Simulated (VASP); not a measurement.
**ZnSn: single point with PBEsol**

Crystal: ZnSn.

```xyz
2
Lattice="3.3196 0.0000 0.0000 -1.6598 2.8749 0.0000 -1.6598 0.9583 4.0792" Properties=species:S:1:pos:R:3 pbc="T T T"
Sn    0.0000    1.9166    2.0396
Zn    0.0000    0.0000    0.0000
```

| Item | Value |
| --- | --- |
| Program | VASP 6.6.1 |
| Task | single point |
| Functional | PBEsol |
| Potentials or basis | VASP PAW PBE potentials, release 64 (Sn_d, Zn) |
| Cutoff | 520 eV |
| k mesh | 6 × 6 × 6 |
| Occupations | fermi-dirac, width 0.1 eV |
| Spin | no spin polarisation |
| Dipole correction | no |
| Further INCAR settings | ALGO = Normal; EDIFF = 1e-07; NBANDS = 20 |

```
Pressure               : 6.3 GPa
Band gap on the k mesh : zero (band 13 reaches 13.60 eV, above the bottom of band 14 at 5.65 eV)
```

Stress tensor (GPa, compression positive):
```
8.62 0.00 0.00
0.00 8.62 0.00
0.00 0.00 1.56
```

Levels at points of the mesh, in eV from the Fermi level:
| k point | band 9 | band 10 | band 11 | band 12 | band 13 | band 14 | band 15 | band 16 | band 17 | band 18 |
| --- | --- | --- | --- | --- | --- | --- | --- | --- | --- | --- |
| (0.00, 0.00, 0.00) | -7.52 | -7.44 | -7.44 | -2.51 | -0.25 | 6.06 | 6.06 | 10.00 | 10.45 | 10.45 |
| (0.50, 0.00, 0.00) | -7.56 | -7.29 | -7.13 | -5.42 | 0.40 | 1.13 | 3.78 | 5.82 | 5.87 | 5.89 |
| (0.50, 0.50, 0.00) | -7.45 | -7.28 | -5.49 | -4.99 | -2.63 | -1.08 | 1.76 | 5.87 | 9.06 | 10.95 |
| (0.00, 0.00, 0.50) | -7.56 | -7.45 | -7.45 | -7.43 | 6.59 | 6.59 | 8.15 | 8.15 | 9.65 | 10.17 |

It took 23 s on 1 thread of Intel(R) Xeon(R) Platinum 8375C CPU @ 2.90GHz (Ice Lake), on a shared host, peak memory 0.18 GiB.

Caveat: the k points lie up to 0.37 Å⁻¹ apart; the PAW data sets were made with another functional, which shifts forces and pressure a little; spin-orbit coupling is left out, which moves the levels of the heavy elements.
